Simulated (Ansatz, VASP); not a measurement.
**HfC in VASP and in Ansatz**

Contents of INCAR:

```
SYSTEM = HfC
  PREC = Accurate
  ENCUT = 520
  EDIFF = 1E-6
  ISMEAR = 0
  SIGMA = 0.15
  LREAL = .FALSE.
  LASPH = .TRUE.
  NELM = 80
  ALGO = Normal
  ISIF = 2
  LWAVE = .FALSE.
  LCHARG = .FALSE.
  GGA = PE
  NBANDS = 14
```

The input KPOINTS:

```
Automatic mesh
0
G
  20 20 20
  0 0 0
```

The input POSCAR:

```
HfC
1.0
   -0.2454426221      2.2089835992      2.2089835992
    2.2089835992     -0.2454426221      2.2089835992
    2.2089835992      2.2089835992     -0.2454426221
Hf C
1 1
Direct
    0.5000000000      0.5000000000      0.5000000000
    0.0000000000      0.0000000000      0.0000000000
```

Input for Ansatz:

```yaml
crystal:
  lattice:
    - [-0.2454426221, 2.2089835992, 2.2089835992]
    - [2.2089835992, -0.2454426221, 2.2089835992]
    - [2.2089835992, 2.2089835992, -0.2454426221]
  atoms:
    - { symbol: Hf, position: [0.5, 0.5, 0.5] }
    - { symbol: C, position: [0.0, 0.0, 0.0] }
basis:
  ecutwfc: 420
kpoints:
  mp_grid: { grid: [20, 20, 20] }
hamiltonian:
  xc: pbe
scf:
  occupations: { method: gaussian, width: 0.15 }
output:
  forces: true
  stress: true
  eigenvalues: true
```

Alike in both runs: task single point; functional PBE; k mesh 20 × 20 × 20; occupations gaussian, width 0.15 eV; no spin polarisation.

```csv
,VASP,Ansatz
version,VASP 6.6.1,Ansatz 0.2.0
potentials or method,"VASP PAW PBE potentials, release 64 (Hf_pv, C), cutoff 520 eV","scalar-relativistic, plane waves, PAW"
valence electrons in the cell,14,30
```

|  | VASP | Ansatz | Ansatz less VASP |
| --- | --- | --- | --- |
| gap on the k mesh at the Fermi level (eV) | none | none | - |
| pressure (GPa) | -0.8 | 0.0 | +0.72 |
| traceless stress, the component that is largest in VASP (GPa) | 14.10 | 14.12 | +0.024 |

A gap of «none» marks a metal or a gap that the smearing closes. VASP's potentials hold 14 valence electrons a cell and Ansatz's 30, so a difference there can come from the potentials and not from the codes.

Spin-orbit coupling is off throughout.
